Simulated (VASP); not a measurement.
Set up this calculation in VASP 6.6.1, as the native input.

```yaml
Task: single point
Functional: PBE
Potentials_or_basis: VASP PAW PBE potentials, release 64 (Ga_d, P)
Cutoff: 500 eV
k_mesh: 5 × 5 × 5
Occupations: gaussian, width 0.01 eV
Spin: no spin polarisation
Dipole_correction: no
Further_INCAR_settings: ALGO = Normal; EDIFF = 1e-06; NBANDS = 16
```

The structure of GaP lies in POSCAR:

```
GaP
1.0
    0.0000000000      2.7252500000      2.7252500000
    2.7252500000      0.0000000000      2.7252500000
    2.7252500000      2.7252500000      0.0000000000
Ga P
1 1
Direct
    0.0000000000      0.0000000000      0.0000000000
    0.2500000000      0.2500000000      0.2500000000
```

The input as run:

INCAR

```
ALGO     = Normal         # electronic algorithm
EDIFF    = 1E-6           # SCF threshold, eV
ENCUT    = 500            # plane-wave cutoff, eV
GGA      = PE             # functional
GGA_COMPAT= F            
ISIF     = 2              # what is computed and relaxed
ISMEAR   = 0              # smearing method
LASPH    = T              # aspherical terms in the spheres
LCHARG   = F              # write CHGCAR
LREAL    = F              # projectors in reciprocal space
LWAVE    = F              # write WAVECAR
NBANDS   = 16             # bands
NELM     = 120            # most SCF steps
PREC     = Accurate       # precision mode
SIGMA    = 0.01           # smearing width, eV
```

KPOINTS

```
k-points
0
Gamma
  5 5 5
```

Potentials or basis: VASP PAW PBE potentials, release 64 (Ga_d, P).

Run with:

```sh
$ cat potpaw_PBE.64/Ga_d/POTCAR potpaw_PBE.64/P/POTCAR > POTCAR
$ mpirun -np 1 vasp_std > vasp.out
```

It gave:

The pressure is 2.5 GPa and the band gap on the k mesh is 1.59 eV, indirect (least direct gap 1.82 eV).

It took 10 s on 1 thread of Intel(R) Xeon(R) Platinum 8488C (Sapphire Rapids), on a shared host, peak memory 0.15 GiB.
